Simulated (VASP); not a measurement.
Wanted: the native input for a VASP 6.6.1 run.

```
Task                               : single point
Functional                         : HSE06
Potentials or basis                : VASP PAW PBE potentials, release 64 (Rb_sv, Br)
Cutoff                             : 520 eV
k mesh                             : 4 × 4 × 4
Occupations                        : fermi-dirac, width 0.05 eV
Spin                               : no spin polarisation
Dipole correction                  : no
Grid for exact exchange (PRECFOCK) : Normal
Further INCAR settings             : ALGO = Normal; EDIFF = 1e-06; NBANDS = 15
Share of exact exchange            : 0.25
Screening parameter                : 0.2079 1/Å
```

Crystal: RbBr.

```
CELL_PARAMETERS angstrom
0.00000 3.47210 3.47210
3.47210 0.00000 3.47210
3.47210 3.47210 0.00000
ATOMIC_POSITIONS crystal
Rb 0.00000 0.00000 0.00000
Br 0.50000 0.50000 0.50000
```

These files were run (other wordings do the same):

POSCAR

```
RbBr
1.0
    0.0000000000      3.4720972769      3.4720972769
    3.4720972769      0.0000000000      3.4720972769
    3.4720972769      3.4720972769      0.0000000000
Rb Br
1 1
Direct
    0.0000000000      0.0000000000      0.0000000000
    0.5000000000      0.5000000000      0.5000000000
```

INCAR.step1

```
SYSTEM = RbBr
  ALGO = Normal
  EDIFF = 1E-5
  ENCUT = 520
  GGA = PE
  ISIF = 2
  ISMEAR = -1
  LASPH = .TRUE.
  LCHARG = .FALSE.
  LREAL = .FALSE.
  LWAVE = .TRUE.
  NBANDS = 15
  NELM = 100
  PREC = Accurate
  SIGMA = 0.05
```

INCAR.step2

```
SYSTEM = RbBr
  ALGO = Normal
  EDIFF = 1E-6
  ENCUT = 520
  GGA = PE
  HFSCREEN = 0.2079
  ISIF = 2
  ISMEAR = -1
  ISTART = 1
  LASPH = .TRUE.
  LCHARG = .FALSE.
  LHFCALC = .TRUE.
  LREAL = .FALSE.
  LWAVE = .FALSE.
  NBANDS = 15
  NELM = 100
  PREC = Accurate
  PRECFOCK = Normal
  SIGMA = 0.05
```

KPOINTS

```
k-points
0
G
  4 4 4
  0 0 0
```

Potentials or basis: VASP PAW PBE potentials, release 64 (Rb_sv, Br).

Run with:

```sh
$ cat potpaw_PBE.64/Rb_sv/POTCAR potpaw_PBE.64/Br/POTCAR > POTCAR
$ cp INCAR.step1 INCAR
$ mpirun -np 1 vasp_std > vasp.out
$ cp INCAR.step2 INCAR
$ mpirun -np 1 vasp_std > vasp.out
```

It gave:

The pressure is 0.2 GPa and the band gap on the k mesh is 5.42 eV.

Caveat: the PAW data sets were made with another functional, which shifts forces and pressure a little.

Wall time 7.4 min on 1 thread of Intel(R) Xeon(R) Platinum 8259CL CPU @ 2.50GHz (Skylake/Cascade Lake) (shared host), peak memory 0.35 GiB.
